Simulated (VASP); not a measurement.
# NaTiO3 (Pm-3m) in VASP: a series of runs

The runs below take NaTiO3 through single point, with LDA.

Program: VASP 6.6.1. These are calculated values, not measurements. Logs are shortened: lines on timing, memory, paths and dates and some standing lists are left out, and cuts for length are marked.

## Step 1: The cell of the first run

The structure is cubic, space group Pm-3m (No. 221). Conventional cell: a = 3.740 Å, b = 3.740 Å, c = 3.740 Å, α = 90.00°, β = 90.00°, γ = 90.00°. Within 3.5 Å of Na (site symmetry m-3m) lie 12 O at 2.64 Å and 8 Ti at 3.24 Å. Ti (site symmetry m-3m) has 6 O at 1.87 Å within 2.5 Å. Within 2.5 Å of O (site symmetry 4/mmm) lie 2 Ti at 1.87 Å.

## Step 2: Single point, LDA

Contents of INCAR:

```
SYSTEM = NaTiO3
PREC     = Accurate       ! precision mode
ENCUT    = 520            ! plane-wave cutoff, eV
EDIFF    = 1E-6           ! SCF threshold, eV
ISMEAR   = 1              ! smearing method
SIGMA    = 0.1            ! smearing width, eV
LREAL    = .False.        ! projectors in reciprocal space
LASPH    = .True.         ! aspherical terms in the spheres
NELM     = 100            ! most SCF steps
ALGO     = Normal         ! electronic algorithm
ISIF     = 2              ! what is computed and relaxed
LWAVE    = .False.        ! write WAVECAR
LCHARG   = .False.        ! write CHGCAR
NBANDS   = 26             ! bands
```

Contents of KPOINTS:

```
regular mesh
0
Gamma
  6 6 6
  0 0 0
```

Contents of POSCAR:

```
NaTiO3
1.0
    3.7395431650      0.0000000000      0.0000000000
    0.0000000000      3.7395431650      0.0000000000
    0.0000000000      0.0000000000      3.7395431650
Na Ti O
1 1 3
Direct
    0.0000000000      0.0000000000      0.0000000000
    0.5000000000      0.5000000000      0.5000000000
    0.5000000000      0.5000000000      0.0000000000
    0.5000000000      0.0000000000      0.5000000000
    0.0000000000      0.5000000000      0.5000000000
```

Potentials or basis: VASP PAW LDA potentials, release 64 (Na_pv, Ti_sv, O).

Started as:

```sh
cat potpaw_LDA.64/Na_pv/POTCAR potpaw_LDA.64/Ti_sv/POTCAR potpaw_LDA.64/O/POTCAR > POTCAR
mpirun -np 1 vasp_std > vasp.out
```

OUTCAR:

```text
SYSTEM = NaTiO3
   PREC = Accurate
   ENCUT = 520
   EDIFF = 1E-6
   ISMEAR = 1
   LREAL = .False.
   LASPH = .True.
   NELM = 100
   ISIF = 2

 ion  position               nearest neighbor table
   1  0.000  0.000  0.000-
   2  0.500  0.500  0.500-   3 1.87   4 1.87   5 1.87   3 1.87   4 1.87   5 1.87
   3  0.500  0.500  0.000-   2 1.87   2 1.87
   4  0.500  0.000  0.500-   2 1.87   2 1.87
   5  0.000  0.500  0.500-   2 1.87   2 1.87

  LATTYP: Found a simple cubic cell.
 ALAT       =     3.7395431650

  Lattice vectors:

 A1 = (   3.7395431650,   0.0000000000,   0.0000000000)
 A2 = (   0.0000000000,   3.7395431650,   0.0000000000)
 A3 = (   0.0000000000,   0.0000000000,   3.7395431650)

Analysis of symmetry for initial positions (statically):
=====================================================================
 Subroutine PRICEL returns:
 Original cell was already a primitive cell.

 Routine SETGRP: Setting up the symmetry group for a
 simple cubic supercell.

 Subroutine GETGRP returns: Found 48 space group operations
 (whereof 48 operations were pure point group operations)
 out of a pool of 48 trial point group operations.

The static configuration has the point symmetry O_h .

Analysis of symmetry for dynamics (positions and initial velocities):
=====================================================================
 Subroutine PRICEL returns:
 Original cell was already a primitive cell.

 Routine SETGRP: Setting up the symmetry group for a
 simple cubic supercell.

 Subroutine GETGRP returns: Found 48 space group operations
 (whereof 48 operations were pure point group operations)
 out of a pool of 48 trial point group operations.

The dynamic configuration has the point symmetry O_h .

 Subroutine INISYM returns: Found 48 space group operations
 (whereof 48 operations are pure point group operations),
 and found     1 'primitive' translations

----------------------------------------------------------------------------------------

                                     Primitive cell

  volume of cell :      52.2945

  direct lattice vectors                    reciprocal lattice vectors
     3.739543165  0.000000000  0.000000000     0.267412343  0.000000000  0.000000000
     0.000000000  3.739543165  0.000000000     0.000000000  0.267412343  0.000000000
     0.000000000  0.000000000  3.739543165     0.000000000  0.000000000  0.267412343

  length of vectors
     3.739543165  3.739543165  3.739543165     0.267412343  0.267412343  0.267412343

  position of ions in fractional coordinates (direct lattice)
     0.000000000  0.000000000  0.000000000
     0.500000000  0.500000000  0.500000000
     0.500000000  0.500000000  0.000000000
     0.500000000  0.000000000  0.500000000
     0.000000000  0.500000000  0.500000000

  ion indices of the primitive-cell ions
   primitive index   ion index
                 1           1
                 2           2
                 3           3
                 4           4
                 5           5

----------------------------------------------------------------------------------------

 KPOINTS: regular mesh

Automatic generation of k-mesh.
 Grid dimensions read from file:
 generate k-points for:    6    6    6

 Generating k-lattice:

  Cartesian coordinates                     Fractional coordinates (reciprocal lattice)
     0.044568724  0.000000000  0.000000000     0.166666667  0.000000000  0.000000000
     0.000000000  0.044568724  0.000000000     0.000000000  0.166666667  0.000000000
     0.000000000  0.000000000  0.044568724     0.000000000  0.000000000  0.166666667

  Length of vectors
     0.044568724  0.044568724  0.044568724

  Shift w.r.t. Gamma in fractional coordinates (k-lattice)
     0.000000000  0.000000000  0.000000000

 Subroutine IBZKPT returns following result:
 ===========================================

 Found     20 irreducible k-points:

 Following reciprocal coordinates:
            Coordinates               Weight
  0.000000  0.000000  0.000000      1.000000
  0.166667  0.000000  0.000000      6.000000
  0.333333  0.000000  0.000000      6.000000
  0.500000  0.000000  0.000000      3.000000
  0.166667  0.166667  0.000000     12.000000
  0.333333  0.166667  0.000000     24.000000
[... 12 lines left out ...]
  0.500000  0.500000  0.333333      6.000000
  0.500000  0.500000  0.500000      1.000000
   k-points           NKPTS =     20   k-points in BZ     NKDIM =     20   number of bands    NBANDS=     26
   number of dos      NEDOS =    301   number of ions     NIONS =      5
   total plane-waves  NPLWV =  21952
   dimension x,y,z NGX =    28 NGY =   28 NGZ =   28
   dimension x,y,z NGXF=    56 NGYF=   56 NGZF=   56
   ions per type =               1   1   3
   NGX,Y,Z   is equivalent  to a cutoff of  12.45, 12.45, 12.45 a.u.
   NGXF,Y,Z  is equivalent  to a cutoff of  24.90, 24.90, 24.90 a.u.
 SYSTEM =  NaTiO3
   PREC   = accura    normal or accurate (medium, high low for compatibility)
   ISTART =      0    job   : 0-new  1-cont  2-samecut
   ICHARG =      2    charge: 1-file 2-atom 10-const
   ISPIN  =      1    spin polarized calculation?
   LNONCOLLINEAR =      F non collinear calculations
   LSORBIT =      F    spin-orbit coupling
   LASPH  =      T    aspherical Exc in radial PAW
   ENCUT  =  520.0 eV  38.22 Ry    6.18 a.u.   6.95  6.95  6.95*2*pi/ulx,y,z
   NELM   =    100;   NELMIN=  2; NELMDL= -5     # of ELM steps
   EDIFF  = 0.1E-05   stopping-criterion for ELM
   LREAL  =      F    real-space projection
   EDIFFG = 0.1E-04   stopping-criterion for IOM
   NSW    =      0    number of steps for IOM
   IBRION =     -1    ionic relax: 0-MD 1-quasi-New 2-CG
   NFREE  =      0    steps in history (QN), initial steepest desc. (CG)
   ISIF   =      2    stress and relaxation
   ISYM   =      2    0-nonsym 1-usesym 2-fastsym
   POTIM  = 0.5000    time-step for ionic-motion
   TEBEG  =    0.0;   TEEND  =   0.0 temperature during run
   PSTRESS=    0.0 pullay stress
   NELECT =      37.0000    total number of electrons
   NUPDOWN=      -1.0000    fix difference up-down
   EMIN   =  10.00;   EMAX   =-10.00  energy-range for DOS
   EFERMI =   0.00;   METHOD = LEGACY
   ISMEAR =     1;   SIGMA  =   0.10  broadening in eV -4-tet -1-fermi 0-gaus
   EFERMI_NEDOS =   21; number of points for ismear=-14 and -15
   IALGO  =     38    algorithm
   IMIX   =      4    mixing-type and parameters
     AMIX     =   0.40;   BMIX     =  1.00
     AMIX_MAG =   1.60;   BMIX_MAG =  1.00
  volume/ion in A,a.u.               =      10.46        70.58
  Fermi-wavevector in a.u.,A,eV,Ry     =   1.458781  2.756697 28.953781  2.128043
  Thomas-Fermi vector in A             =   2.575425
   LORBIT       =      0    0 simple, 1 ext, 2 COOP (PROOUT), +10 PAW based schemes
   GGA     = CA    functional components
   LHFCALC =     F    Hartree Fock is set to
   AEXX    =    0.0000 exact exchange contribution
   IVDW    =     0    specifies the selected vdW correction
   LEPSILON=     F    determine dielectric tensor
   LRPA    =     F    only Hartree local field effects (RPA)
 non-spin polarized calculation
 Methfessel and Paxton  Order N= 1 SIGMA  =   0.10
  energy-cutoff  :      520.00
  volume of cell :       52.29
 maximum number of plane-waves:      1434
 NGX is ok and might be reduce to    28
   NGX = 13   NGY = 13   NGZ = 13

 number of electron      36.9999959 magnetization

 Free energy of the ion-electron system (eV)
  ---------------------------------------------------
  ext. energy  EPLUGINS =         0.00000000
  ---------------------------------------------------
  free energy    TOTEN  =       -38.50887120 eV

  energy without entropy =      -38.50778846  energy(sigma->0) =      -38.50851029

 E-fermi :   2.8062     XC(G=0): -11.5163

 val. band max:        2.7866907006   @ k =   0.3333   0.3333   0.1667
 cond. band min:       2.8406010131   @ k =   0.5000   0.3333   0.3333
 fundamental gap:      0.0539103125
 Fermi energy:         2.8062158406

 k-point     1 :       0.0000    0.0000    0.0000
  band No.  band energies     occupation
      1     -52.0198      2.00000
      2     -28.7590      2.00000
      3     -28.7590      2.00000
      4     -28.7590      2.00000
      5     -18.3068      2.00000
      6     -18.3068      2.00000
[... 18 lines left out ...]
     25       8.8707      0.00000
     26      14.7672      0.00000

 k-point     2 :       0.1667    0.0000    0.0000
  band No.  band energies     occupation
      1     -52.0190      2.00000
      2     -28.7929      2.00000
      3     -28.7576      2.00000
      4     -28.7576      2.00000
      5     -18.3220      2.00000
      6     -18.3061      2.00000
[... 18 lines left out ...]
     25       9.5560      0.00000
     26      14.5295      0.00000

 k-point     3 :       0.3333    0.0000    0.0000
  band No.  band energies     occupation
      1     -52.0174      2.00000
      2     -28.8595      2.00000
      3     -28.7549      2.00000
      4     -28.7549      2.00000
      5     -18.3518      2.00000
      6     -18.3047      2.00000
[... 18 lines left out ...]
     25      10.9769      0.00000
     26      13.6680      0.00000

 k-point     4 :       0.5000    0.0000    0.0000
  band No.  band energies     occupation
      1     -52.0165      2.00000
      2     -28.8923      2.00000
      3     -28.7534      2.00000
      4     -28.7534      2.00000
      5     -18.3663      2.00000
      6     -18.3040      2.00000
[... 18 lines left out ...]
     25      12.0687      0.00000
     26      12.5590      0.00000
[... 380 lines left out ...]
      1     -52.0116      2.00000
      2     -28.8826      2.00000
      3     -28.8491      2.00000
      4     -28.8481      2.00000
      5     -18.3346      2.00000
      6     -18.3250      2.00000
[... 18 lines left out ...]
     25      12.6854      0.00000
     26      14.8005      0.00000

 k-point    19 :       0.5000    0.5000    0.3333
  band No.  band energies     occupation
      1     -52.0108      2.00000
      2     -28.8810      2.00000
      3     -28.8810      2.00000
      4     -28.8469      2.00000
      5     -18.3311      2.00000
      6     -18.3311      2.00000
[... 18 lines left out ...]
     25      13.0727      0.00000
     26      15.3355      0.00000

 k-point    20 :       0.5000    0.5000    0.5000
  band No.  band energies     occupation
      1     -52.0099      2.00000
      2     -28.8792      2.00000
      3     -28.8792      2.00000
      4     -28.8792      2.00000
      5     -18.3284      2.00000
      6     -18.3284      2.00000
[... 18 lines left out ...]
     25      13.0731      0.00000
     26      16.3504      0.00000

------------------------ aborting loop because EDIFF is reached ----------------------------------------

  FORCE on cell =-STRESS in cart. coord.  units (eV):
  Direction    XX          YY          ZZ          XY          YZ          ZX
  --------------------------------------------------------------------------------------
  -------------------------------------------------------------------------------------
  Total        3.9004712      3.9004712      3.9004712     -0.0000000      0.0000000     -0.0000000
  in kB      119.5011290    119.5011290    119.5011290     -0.0000000      0.0000000     -0.0000000
  external PRESSURE =     119.5011290 kB  Pullay stress =       0.0000000 kB

 VOLUME and BASIS-vectors are now :
 -----------------------------------------------------------------------------
  energy-cutoff  :      520.00
  volume of cell :       52.29
      direct lattice vectors                 reciprocal lattice vectors
     3.739543165  0.000000000  0.000000000     0.267412343  0.000000000  0.000000000
     0.000000000  3.739543165  0.000000000     0.000000000  0.267412343  0.000000000
     0.000000000  0.000000000  3.739543165     0.000000000  0.000000000  0.267412343

 POSITION                                       TOTAL-FORCE (eV/Angst)
 -----------------------------------------------------------------------------------
      0.00000      0.00000      0.00000         0.000000      0.000000      0.000000
      1.86977      1.86977      1.86977         0.000000      0.000000      0.000000
      1.86977      1.86977      0.00000         0.000000      0.000000      0.000000
      1.86977      0.00000      1.86977         0.000000      0.000000      0.000000
      0.00000      1.86977      1.86977         0.000000      0.000000      0.000000
 -----------------------------------------------------------------------------------
    total drift:                                0.000000      0.000000      0.000000

  FREE ENERGIE OF THE ION-ELECTRON SYSTEM (eV)
  ---------------------------------------------------
  free  energy   TOTEN  =       -38.5088712032 eV

  energy  without entropy=      -38.5077884560  energy(sigma->0) =      -38.50851029
```

Wall time 12 s (1 thread of Intel Xeon 6975P-C (Granite Rapids), shared host); peak memory 0.15 GiB.

Results:

```
Free energy : -38.5089 eV
Pressure    : 12.0 GPa
```

Caveat: an odd number of electrons without spin polarisation forces a metal; a magnetic or distorted state may lie lower; semilocal functionals often make such compounds metallic where correlation or magnetic order opens a gap, which also shifts bond lengths.

## Step 3: Single point, LDA

This run uses another cell than the first one, of 10.93 Å³/atom, 1.045 times its volume.

Contents of INCAR:

```
SYSTEM = NaTiO3
PREC = Accurate
ENCUT = 520
EDIFF = 1E-7
ISMEAR = 1
SIGMA = 0.1
LREAL = .False.
LASPH = .True.
NELM = 100
ALGO = Normal
ISIF = 2
LWAVE = .False.
LCHARG = .True.
LELF = .True.
LVHAR = .True.
NBANDS = 26
```

KPOINTS is that of step 2.

Edit POSCAR of step 2 so:

```diff
@@ -2,5 +2,5 @@
 1.0
-    3.7395431650      0.0000000000      0.0000000000
-    0.0000000000      3.7395431650      0.0000000000
-    0.0000000000      0.0000000000      3.7395431650
+    3.7953654720      0.0000000000      0.0000000000
+    0.0000000000      3.7953654720      0.0000000000
+    0.0000000000      0.0000000000      3.7953654720
 Na Ti O
```

Potentials or basis: VASP PAW LDA potentials, release 64 (Na_pv, Ti_sv, O).

Started as:

```sh
cat potpaw_LDA.64/Na_pv/POTCAR potpaw_LDA.64/Ti_sv/POTCAR potpaw_LDA.64/O/POTCAR > POTCAR
mpirun -np 1 vasp_std > vasp.out
```

Run time: 14 s. Hardware: 1 thread of Intel Xeon 6975P-C (Granite Rapids), shared host; peak memory 0.15 GiB.

The run converged. Its results:

```yaml
Free_energy: -38.6199 eV
Pressure: 2.9 GPa
```

Levels at points of the mesh, in eV from the Fermi level:
| k point | band 15 | band 16 | band 17 | band 18 | band 19 | band 20 | band 21 | band 22 | band 23 | band 24 |
| --- | --- | --- | --- | --- | --- | --- | --- | --- | --- | --- |
| (0.00, 0.00, 0.00) | -0.78 | -0.78 | -0.14 | -0.14 | -0.14 | 2.62 | 2.62 | 2.62 | 5.37 | 5.37 |
| (0.50, 0.00, 0.00) | -2.21 | -2.21 | -1.23 | -0.31 | -0.31 | 2.69 | 4.60 | 4.60 | 5.37 | 7.75 |
| (0.50, 0.50, 0.00) | -2.31 | -1.68 | -1.68 | -1.32 | 0.37 | 4.61 | 4.61 | 5.30 | 6.51 | 9.68 |
| (0.50, 0.50, 0.50) | -4.21 | -4.21 | 0.39 | 0.39 | 0.39 | 5.33 | 5.33 | 5.33 | 8.32 | 9.68 |

Caveat: an odd number of electrons without spin polarisation forces a metal; a magnetic or distorted state may lie lower; semilocal functionals often make such compounds metallic where correlation or magnetic order opens a gap, which also shifts bond lengths.

## Step 4: Single point, LDA

This run uses another cell than the first one, of 11.89 Å³/atom, 1.136 times its volume.

Contents of INCAR:

```
PREC = Accurate
ENCUT = 520
EDIFF = 1E-7
ISMEAR = 1
SIGMA = 0.1
LREAL = False
LASPH = True
NELM = 100
ALGO = Normal
ISIF = 2
LWAVE = False
LCHARG = True
GGA = CA
LELF = True
LVHAR = True
NBANDS = 26
```

Contents of KPOINTS:

```
Automatic mesh
0
Gamma
  6 6 6
```

Edit POSCAR of step 3 so:

```diff
@@ -2,5 +2,5 @@
 1.0
-    3.7953654720      0.0000000000      0.0000000000
-    0.0000000000      3.7953654720      0.0000000000
-    0.0000000000      0.0000000000      3.7953654720
+    3.9023330000      0.0000000000      0.0000000000
+    0.0000000000      3.9023330000      0.0000000000
+    0.0000000000      0.0000000000      3.9023330000
 Na Ti O
```

Started as:

```sh
cat potpaw_LDA.64/Na_pv/POTCAR potpaw_LDA.64/Ti_sv/POTCAR potpaw_LDA.64/O/POTCAR > POTCAR
mpirun -np 1 vasp_std > vasp.out
```

Run time: 16 s. Hardware: 1 thread of Intel Xeon 6975P-C (Granite Rapids), shared host; peak memory 0.15 GiB.

Results (log left out):

| Item | Value |
| --- | --- |
| Free energy | -38.5014 eV |
| Pressure | -10.3 GPa |

Levels at points of the mesh, in eV from the Fermi level:
| k point | band 17 | band 18 | band 19 | band 20 | band 21 | band 22 |
| --- | --- | --- | --- | --- | --- | --- |
| (0.00, 0.00, 0.00) | -0.21 | -0.21 | -0.21 | 2.40 | 2.40 | 2.40 |
| (0.50, 0.00, 0.00) | -1.07 | -0.35 | -0.35 | 2.45 | 4.12 | 4.12 |
| (0.50, 0.50, 0.00) | -1.52 | -1.43 | 0.33 | 4.13 | 4.13 | 4.74 |
| (0.50, 0.50, 0.50) | 0.35 | 0.35 | 0.35 | 4.76 | 4.76 | 4.76 |

Caveat: an odd number of electrons without spin polarisation forces a metal; a magnetic or distorted state may lie lower; semilocal functionals often make such compounds metallic where correlation or magnetic order opens a gap, which also shifts bond lengths.

(Part 1 of 2 ends here.)
